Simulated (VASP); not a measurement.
Write the native input for VASP 6.6.1 that does the following.

* Task: single point
* Functional: RPBE
* Potentials or basis: VASP PAW PBE potentials, release 64 (Ru_pv)
* Cutoff: 520 eV
* k mesh: 11 × 11 × 6
* Occupations: fermi-dirac, width 0.05 eV
* Spin: no spin polarisation
* Dipole correction: no
* Further INCAR settings: ALGO = Normal; EDIFF = 1e-06; NBANDS = 21

The structure of Ru lies in POSCAR:

```
Ru
1.0
    2.7327411232      0.0000000000      0.0000000000
   -1.3663705616      2.3666232347      0.0000000000
    0.0000000000      0.0000000000      4.3196051855
Ru
2
Direct
    0.6666666667      0.3333333333      0.7500000000
    0.3333333333      0.6666666667      0.2500000000
```

These files were run (other wordings do the same):

INCAR

```
SYSTEM = Ru
PREC = Accurate
ENCUT = 520
EDIFF = 1E-6
ISMEAR = -1
SIGMA = 0.05
LREAL = .False.
LASPH = .True.
NELM = 60
ALGO = Normal
ISIF = 2
LWAVE = .False.
LCHARG = .False.
GGA = RP
NBANDS = 21
```

KPOINTS

```
Automatic mesh
0
Gamma
  11 11 6
  0 0 0
```

Potentials or basis: VASP PAW PBE potentials, release 64 (Ru_pv).

Launch:

```bash
$ cat potpaw_PBE.64/Ru_pv/POTCAR > POTCAR
$ mpirun -np 1 vasp_std > vasp.out
```

Results of the run:

```
Pressure               : -0.1 GPa
Band gap on the k mesh : zero (bands 14 and 15 overlap by 2.92 eV)
```

Caveat: the PAW data sets were made with another functional, which shifts forces and pressure a little.

It took 53 s on 1 thread of Intel Xeon 8259CL, on a shared host, peak memory 0.15 GiB.
